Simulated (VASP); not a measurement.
A run of VASP 6.6.1 is set up as follows.

Contents of INCAR:

```
SYSTEM = PbO2
PREC = Accurate
ENCUT = 600
EDIFF = 1E-6
ISMEAR = -1
SIGMA = 0.05
LREAL = .False.
LASPH = .True.
NELM = 80
ALGO = Normal
ISIF = 3
LWAVE = .False.
LCHARG = .False.
GGA = RP
IBRION = 2
NSW = 60
EDIFFG = -0.01
```

KPOINTS

```
Automatic mesh
0
Gamma
  5 5 6
  0 0 0
```

POSCAR

```
PbO2
1.0
    4.9949598700      0.0000000000      0.0000000000
    0.0000000000      4.9949598700      0.0000000000
    0.0000000000      0.0000000000      3.4090009600
Pb O
2 4
Direct
    0.5000000000      0.5000000000      0.5000000000
    0.0000000000      0.0000000000      0.0000000000
    0.6925710400      0.6925710400      0.0000000000
    0.8074289600      0.1925710400      0.5000000000
    0.1925710400      0.8074289600      0.5000000000
    0.3074289600      0.3074289600      0.0000000000
```

Potentials or basis: VASP PAW PBE potentials, release 64 (Pb_d, O).

Launch:

```sh
$ cat potpaw_PBE.64/Pb_d/POTCAR potpaw_PBE.64/O/POTCAR > POTCAR
$ mpirun -np 1 vasp_std > vasp.out
```

**Question.** Estimate the relaxed volume.

**Answer.** 15.32 Å³/atom.

**Question.** Predict the relaxed cell.

**Answer.** a = 5.157 Å, b = 5.157 Å, c = 3.455 Å, α = 90.00°, β = 90.00°, γ = 90.00°.

**Question.** Predict the band gap on the k mesh.

**Answer.** 0.11 eV (least direct gap 0.14 eV).

**Question.** What does it give for the space group after relaxing (to 0.1 Å)?

**Answer.** P4_2/mnm (No. 136).

Step by step:
```
step  energy change (eV)  largest force (eV/Å)  pressure (GPa)  volume (Å³)
   1              0.0000                0.0720            9.37        85.05
   2             -0.1026                0.1835           -4.49        95.67
   3             -0.1694                0.1012            0.08        91.27
   4             -0.1744                0.0515            0.07        91.47
   5             -0.1779                0.0385            0.09        91.83
   6             -0.1782                0.0103           -0.09        92.00
   7             -0.1782                0.0066           -0.10        92.02
   8             -0.1783                0.0003            0.04        91.90
```

Caveat: the PAW data sets were made with another functional, which shifts forces and pressure a little; spin-orbit coupling is left out, which moves the levels of the heavy elements; an odd mesh through Γ misses points on the zone boundary, where band edges can lie.
